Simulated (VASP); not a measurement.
# Al in VASP: single point with PBE+D3(BJ)

Aim: the single point of Al with PBE+D3(BJ).

All numbers are computed with VASP 6.6.1; they aren't measurements. Logs are shortened: lines on timing, memory, paths and dates and some standing lists are left out, and cuts for length are marked.

**1. The cell of the first run**

The cell holds a slab with vacuum, 25 atoms: a = 5.632 Å, b = 7.965 Å, c = 26.041 Å, α = 90.00°, β = 90.00°, γ = 90.00°.

**2. Single point, PBE+D3(BJ)**

The input, INCAR:

```
SYSTEM = Al
ALGO     = Normal         ! electronic algorithm
DIPOL    = 0.5 0.5 0.471
EDIFF    = 1E-6           ! SCF threshold, eV
ENCUT    = 520            ! plane-wave cutoff, eV
GGA      = PE             ! functional
IDIPOL   = 3            
ISIF     = 2              ! what is computed and relaxed
ISMEAR   = 0              ! smearing method
IVDW     = 12             ! dispersion correction
LASPH    = .TRUE.         ! aspherical terms in the spheres
LCHARG   = .FALSE.        ! write CHGCAR
LDIPOL   = .TRUE.       
LREAL    = Auto         
LWAVE    = .FALSE.        ! write WAVECAR
NBANDS   = 56             ! bands
NELM     = 60             ! most SCF steps
PREC     = Accurate       ! precision mode
SIGMA    = 0.1            ! smearing width, eV
```

The input, KPOINTS:

```
k-points
0
G
  5 4 1
  0 0 0
```

The input, POSCAR:

```
Al
1.0
    5.6324246406      0.0000000000      0.0000000000
    0.0000000000      7.9654513158      0.0000000000
    0.0000000000      0.0000000000     26.0405308008
Al
25
Direct
    0.2500000000      0.2500000000      0.3264142373
    0.2500000000      0.7500000000      0.3264142373
    0.7500000000      0.2500000000      0.3264142373
    0.7500000000      0.7500000000      0.3264142373
    0.5000000000      0.5000000000      0.3804878724
    0.5000000000      0.0000000000      0.3804878724
    0.0000000000      0.5000000000      0.3804878724
    0.0000000000      0.0000000000      0.3804878724
    0.7500000000      0.7500000000      0.4345615075
    0.7500000000      0.2500000000      0.4345615075
    0.2500000000      0.7500000000      0.4345615075
    0.2500000000      0.2500000000      0.4345615075
   -0.0014600158     -0.0053624158      0.4905033210
   -0.0014600324      0.5053622072      0.4905033385
    0.5014599704     -0.0053629289      0.4905032760
    0.5014599752      0.5053627195      0.4905032926
    0.2499998318      0.2499987715      0.5442045796
    0.2499998926      0.7500015749      0.5498997104
    0.7500003484      0.2500001104      0.5418266359
    0.7499989030      0.7499992909      0.5530733554
    0.4974534755      0.4923320529      0.6009565485
    0.4974533633      0.0076678075      0.6009565031
    0.0025491003      0.4923328430      0.6009567627
    0.0025492000      0.0076670099      0.6009567164
    0.7500003259      1.2499997661      0.6486807625
```

Potentials or basis: VASP PAW PBE potentials, release 64 (Al).

Started as:

```console
> cat potpaw_PBE.64/Al/POTCAR > POTCAR
> mpirun -np 1 vasp_std > vasp.out
```

OUTCAR:

```text
SYSTEM = Al
   EDIFF = 1E-6
   ENCUT = 520
   GGA = PE
   ISIF = 2
   ISMEAR = 0
   IVDW = 12
   LASPH = .TRUE.
   LREAL = Auto
   NELM = 60
   PREC = Accurate
 IVDW          = 12

 ion  position               nearest neighbor table
   1  0.250  0.250  0.326-   3 2.82   3 2.82   6 2.82   7 2.82   8 2.82   5 2.82  12 2.82
   2  0.250  0.750  0.326-   4 2.82   4 2.82   6 2.82   7 2.82   8 2.82   5 2.82  11 2.82
   3  0.750  0.250  0.326-   1 2.82   1 2.82   6 2.82   7 2.82   8 2.82   5 2.82  10 2.82
   4  0.750  0.750  0.326-   2 2.82   2 2.82   6 2.82   7 2.82   8 2.82   5 2.82   9 2.82
   5  0.500  0.500  0.380-   7 2.82   7 2.82  10 2.82  11 2.82  12 2.82   9 2.82   3 2.82   4 2.82
                             1 2.82   2 2.82  16 2.87
   6  0.500  0.000  0.380-   8 2.82   8 2.82  10 2.82  11 2.82  12 2.82   9 2.82   3 2.82   4 2.82
                             1 2.82   2 2.82  15 2.87
   7  0.000  0.500  0.380-   5 2.82   5 2.82  10 2.82  11 2.82  12 2.82   9 2.82   3 2.82   4 2.82
                             1 2.82   2 2.82  14 2.87
   8  0.000  0.000  0.380-   6 2.82   6 2.82  10 2.82  11 2.82  12 2.82   9 2.82   3 2.82   4 2.82
                             1 2.82   2 2.82  13 2.87
   9  0.750  0.750  0.435-  15 2.81  16 2.81  13 2.81  14 2.81  11 2.82  11 2.82   7 2.82   8 2.82
                             5 2.82   6 2.82   4 2.82  20 3.09
  10  0.750  0.250  0.435-  19 2.79  12 2.82  12 2.82   8 2.82   5 2.82   6 2.82   7 2.82   3 2.82
                            14 2.87  13 2.87  16 2.87  15 2.87
  11  0.250  0.750  0.435-  15 2.82  16 2.82  13 2.82  14 2.82   9 2.82   9 2.82   7 2.82   8 2.82
                             5 2.82   6 2.82   2 2.82  18 3.00
  12  0.250  0.250  0.435-  10 2.82  10 2.82   7 2.82   8 2.82   5 2.82   6 2.82   1 2.82  17 2.86
                            14 2.87  13 2.87  16 2.87  15 2.87
  13  0.999  0.995  0.491-  15 2.80   9 2.81  19 2.81  11 2.82  15 2.83  17 2.85  18 2.86   8 2.87
[... 19 lines left out ...]
  23  0.003  0.492  0.601-  25 2.70  21 2.79  20 2.79  17 2.80  18 2.81  21 2.84  19 2.85  14 2.88

  24  0.003  0.008  0.601-  25 2.70  22 2.79  20 2.79  17 2.80  18 2.81  22 2.84  19 2.85  13 2.88

  25  0.750  0.250  0.649-  22 2.70  21 2.70  24 2.70  23 2.70  19 2.78

  LATTYP: Found a simple orthorhombic cell.
 ALAT       =     5.6324246406
 B/A-ratio  =     1.4142135624
 C/A-ratio  =     4.6233252041

  Lattice vectors:

 A1 = (   5.6324246406,   0.0000000000,   0.0000000000)
 A2 = (   0.0000000000,   7.9654513158,   0.0000000000)
 A3 = (   0.0000000000,   0.0000000000,  26.0405308008)

Analysis of symmetry for initial positions (statically):
=====================================================================
 Subroutine PRICEL returns:
 Original cell was already a primitive cell.

 Routine SETGRP: Setting up the symmetry group for a
 simple orthorhombic supercell.

 Subroutine GETGRP returns: Found  4 space group operations
 (whereof  1 operations were pure point group operations)
 out of a pool of  8 trial point group operations.

The static configuration has the point symmetry C_1 .
 The point group associated with its full space group is C_2v.

Analysis of symmetry for dynamics (positions and initial velocities):
=====================================================================
 Subroutine PRICEL returns:
 Original cell was already a primitive cell.

 Routine SETGRP: Setting up the symmetry group for a
 simple orthorhombic supercell.

 Subroutine GETGRP returns: Found  4 space group operations
 (whereof  1 operations were pure point group operations)
 out of a pool of  8 trial point group operations.

The dynamic configuration has the point symmetry C_1 .
 The point group associated with its full space group is C_2v.

 Subroutine INISYM returns: Found  4 space group operations
 (whereof  1 operations are pure point group operations),
 and found     1 'primitive' translations

----------------------------------------------------------------------------------------

                                     Primitive cell

  volume of cell :    1168.3033

  direct lattice vectors                    reciprocal lattice vectors
     5.632424641  0.000000000  0.000000000     0.177543432  0.000000000  0.000000000
     0.000000000  7.965451316  0.000000000     0.000000000  0.125542165  0.000000000
     0.000000000  0.000000000 26.040530801     0.000000000  0.000000000  0.038401675

  length of vectors
     5.632424641  7.965451316 26.040530801     0.177543432  0.125542165  0.038401675

  position of ions in fractional coordinates (direct lattice)
     0.250000000  0.250000000  0.326414237
     0.250000000  0.750000000  0.326414237
     0.750000000  0.250000000  0.326414237
     0.750000000  0.750000000  0.326414237
     0.500000000  0.500000000  0.380487872
     0.500000000  0.000000000  0.380487872
[... 17 lines left out ...]
     0.002549200  0.007667010  0.600956716
     0.750000326  0.249999766  0.648680762

  ion indices of the primitive-cell ions
   primitive index   ion index
                 1           1
                 2           2
                 3           3
                 4           4
                 5           5
                 6           6
[... 17 lines left out ...]
                24          24
                25          25

----------------------------------------------------------------------------------------

 KPOINTS: k-points

Automatic generation of k-mesh.
 Grid dimensions read from file:
 generate k-points for:    5    4    1

 Generating k-lattice:

  Cartesian coordinates                     Fractional coordinates (reciprocal lattice)
     0.035508686  0.000000000  0.000000000     0.200000000  0.000000000  0.000000000
     0.000000000  0.031385541  0.000000000     0.000000000  0.250000000  0.000000000
     0.000000000  0.000000000  0.038401675     0.000000000  0.000000000  1.000000000

  Length of vectors
     0.035508686  0.031385541  0.038401675

  Shift w.r.t. Gamma in fractional coordinates (k-lattice)
     0.000000000  0.000000000  0.000000000

 Subroutine IBZKPT returns following result:
 ===========================================

 Found      9 irreducible k-points:

 Following reciprocal coordinates:
            Coordinates               Weight
  0.000000  0.000000  0.000000      1.000000
  0.200000  0.000000  0.000000      2.000000
  0.400000  0.000000  0.000000      2.000000
  0.000000  0.250000  0.000000      2.000000
  0.200000  0.250000  0.000000      4.000000
  0.400000  0.250000  0.000000      4.000000
  0.000000  0.500000  0.000000      1.000000
  0.200000  0.500000  0.000000      2.000000
  0.400000  0.500000  0.000000      2.000000
   k-points           NKPTS =      9   k-points in BZ     NKDIM =      9   number of bands    NBANDS=     56
   number of dos      NEDOS =    301   number of ions     NIONS =     25
   total plane-waves  NPLWV = 493920
   dimension x,y,z NGX =    42 NGY =   60 NGZ =  196
   dimension x,y,z NGXF=    84 NGYF=  120 NGZF=  392
   ions per type =              25
   NGX,Y,Z   is equivalent  to a cutoff of  12.40, 12.52, 12.51 a.u.
   NGXF,Y,Z  is equivalent  to a cutoff of  24.79, 25.05, 25.03 a.u.
 SYSTEM =  Al
   PREC   = accura    normal or accurate (medium, high low for compatibility)
   ISTART =      0    job   : 0-new  1-cont  2-samecut
   ICHARG =      2    charge: 1-file 2-atom 10-const
   ISPIN  =      1    spin polarized calculation?
   LNONCOLLINEAR =      F non collinear calculations
   LSORBIT =      F    spin-orbit coupling
   LASPH  =      T    aspherical Exc in radial PAW
   ENCUT  =  520.0 eV  38.22 Ry    6.18 a.u.  10.47 14.81 48.42*2*pi/ulx,y,z
   NELM   =     60;   NELMIN=  2; NELMDL= -5     # of ELM steps
   EDIFF  = 0.1E-05   stopping-criterion for ELM
   LREAL  =      T    real-space projection
   EDIFFG = 0.1E-04   stopping-criterion for IOM
   NSW    =      0    number of steps for IOM
   IBRION =     -1    ionic relax: 0-MD 1-quasi-New 2-CG
   NFREE  =      0    steps in history (QN), initial steepest desc. (CG)
   ISIF   =      2    stress and relaxation
   ISYM   =      2    0-nonsym 1-usesym 2-fastsym
   POTIM  = 0.5000    time-step for ionic-motion
   TEBEG  =    0.0;   TEEND  =   0.0 temperature during run
   PSTRESS=    0.0 pullay stress
   NELECT =      75.0000    total number of electrons
   NUPDOWN=      -1.0000    fix difference up-down
   EMIN   =  10.00;   EMAX   =-10.00  energy-range for DOS
   EFERMI =   0.00;   METHOD = LEGACY
   ISMEAR =     0;   SIGMA  =   0.10  broadening in eV -4-tet -1-fermi 0-gaus
   EFERMI_NEDOS =   21; number of points for ismear=-14 and -15
   IALGO  =     38    algorithm
   IMIX   =      4    mixing-type and parameters
     AMIX     =   0.40;   BMIX     =  1.00
     AMIX_MAG =   1.60;   BMIX_MAG =  1.00
  volume/ion in A,a.u.               =      46.73       315.36
  Fermi-wavevector in a.u.,A,eV,Ry     =   0.655506  1.238727  5.846263  0.429688
  Thomas-Fermi vector in A             =   1.726403
   LORBIT       =      0    0 simple, 1 ext, 2 COOP (PROOUT), +10 PAW based schemes
   GGA     = PE    functional components
   LHFCALC =     F    Hartree Fock is set to
   AEXX    =    0.0000 exact exchange contribution
   IVDW    =    12    specifies the selected vdW correction
   LEPSILON=     F    determine dielectric tensor
   LRPA    =     F    only Hartree local field effects (RPA)
 non-spin polarized calculation
 Gauss-broadening in eV      SIGMA  =   0.10
  energy-cutoff  :      520.00
  volume of cell :     1168.30
 maximum number of plane-waves:     31505
 NGX is ok and might be reduce to    42
   NGX = 21   NGY = 29   NGZ = 97

 dipolmoment           0.000000      0.000000     -0.028034 electrons x Angstroem

 number of electron      75.0000000 magnetization

 dipolmoment           0.000000      0.000000      0.025152 electrons x Angstroem

 Free energy of the ion-electron system (eV)
  ---------------------------------------------------
  ext. energy  EPLUGINS =         0.00000000
  ---------------------------------------------------
  free energy    TOTEN  =       -87.71659717 eV

  energy without entropy =      -87.64442924  energy(sigma->0) =      -87.68051320

 E-fermi :   0.2380     XC(G=0):  -4.3695

 val. band max:        0.2123525779   @ k =   0.0000   0.5000   0.0000
 cond. band min:       0.2456022138   @ k =   0.4000   0.2500   0.0000
 fundamental gap:      0.0332496360
 Fermi energy:         0.2380439050

 k-point     1 :       0.0000    0.0000    0.0000
  band No.  band energies     occupation
      1     -10.7082      2.00000
      2      -9.5431      2.00000
      3      -8.4069      2.00000
      4      -8.4031      2.00000
      5      -7.7443      2.00000
      6      -7.2464      2.00000
[... 457 lines left out ...]
     48       2.2076      0.00000
     49       2.2232      0.00000
 [bands above 49 left out]

------------------------ aborting loop because EDIFF is reached ----------------------------------------

 vacuum level on the upper side and lower side of the slab       (xc-potential included)        -0.045        -0.143

 Edisp (eV)   -6.31866

 E8    (eV) :    -2.9282

  FORCE on cell =-STRESS in cart. coord.  units (eV):
  Direction    XX          YY          ZZ          XY          YZ          ZX
  --------------------------------------------------------------------------------------
  -------------------------------------------------------------------------------------
  Total      -6.60951    -8.78744     0.80080     0.00000     0.00000     0.00000
  in kB      -9.06409   -12.05084     1.09820     0.00000     0.00000     0.00000
  external pressure =       -6.67 kB  Pullay stress =        0.00 kB

 VOLUME and BASIS-vectors are now :
 -----------------------------------------------------------------------------
  energy-cutoff  :      520.00
  volume of cell :     1168.30
      direct lattice vectors                 reciprocal lattice vectors
     5.632424641  0.000000000  0.000000000     0.177543432  0.000000000  0.000000000
     0.000000000  7.965451316  0.000000000     0.000000000  0.125542165  0.000000000
     0.000000000  0.000000000 26.040530801     0.000000000  0.000000000  0.038401675

 POSITION                                       TOTAL-FORCE (eV/Angst)
 -----------------------------------------------------------------------------------
      1.40811      1.99136      8.50000        -0.000000      0.000000      0.031035
      1.40811      5.97409      8.50000        -0.000000      0.000000      0.096779
      4.22432      1.99136      8.50000        -0.000000      0.000000     -0.058820
      4.22432      5.97409      8.50000        -0.000000      0.000000      0.027839
      2.81621      3.98273      9.90811        -0.022900     -0.029598     -0.201819
      2.81621      0.00000      9.90811        -0.022900      0.029598     -0.201819
[... 17 lines left out ...]
      0.01436      0.06107     15.64923        -0.003353     -0.006557     -0.003202
      4.22432      1.99136     16.89199        -0.000000      0.000000     -0.007953
 -----------------------------------------------------------------------------------
    total drift:                                0.000531     -0.000187     -0.005868

  FREE ENERGIE OF THE ION-ELECTRON SYSTEM (eV)
  ---------------------------------------------------
  free  energy   TOTEN  =       -94.0352618952 eV

  energy  without entropy=      -93.9630939733  energy(sigma->0) =      -93.99917793

 vacuum level on the upper side and lower side of the slab         4.316         4.221
```

Wall time 39 min (1 thread of Intel Xeon 8259CL, shared host); peak memory 1.1 GiB.

Results:

```
Free energy                : -94.0353 eV
Largest force              : 0.366 eV/Å
Band gap on the k mesh     : zero (an odd number of electrons rules out a gap without spin polarisation)
Dispersion energy per atom : -0.253 eV
```

Forces on the atoms (eV/Å):
```
Al   0.000  0.000  0.031
Al   0.000  0.000  0.097
Al   0.000  0.000 -0.059
Al   0.000  0.000  0.028
Al  -0.023 -0.030 -0.202
Al  -0.023  0.030 -0.202
Al   0.023 -0.030 -0.202
Al   0.023  0.030 -0.202
Al   0.000  0.000  0.366
Al   0.000  0.000  0.087
Al   0.000  0.000  0.115
Al   0.000  0.000  0.129
Al   0.002 -0.003  0.008
Al   0.002  0.003  0.008
Al  -0.002 -0.003  0.008
Al  -0.002  0.003  0.008
Al   0.000  0.000 -0.014
Al   0.000  0.000  0.006
Al   0.000  0.000  0.002
Al   0.000  0.000  0.008
Al   0.003  0.007 -0.003
Al   0.003 -0.007 -0.003
Al  -0.003  0.007 -0.003
Al  -0.003 -0.007 -0.003
Al   0.000  0.000 -0.008
```

The gap in the log of VASP goes by the Fermi energy; the results here count the filled bands.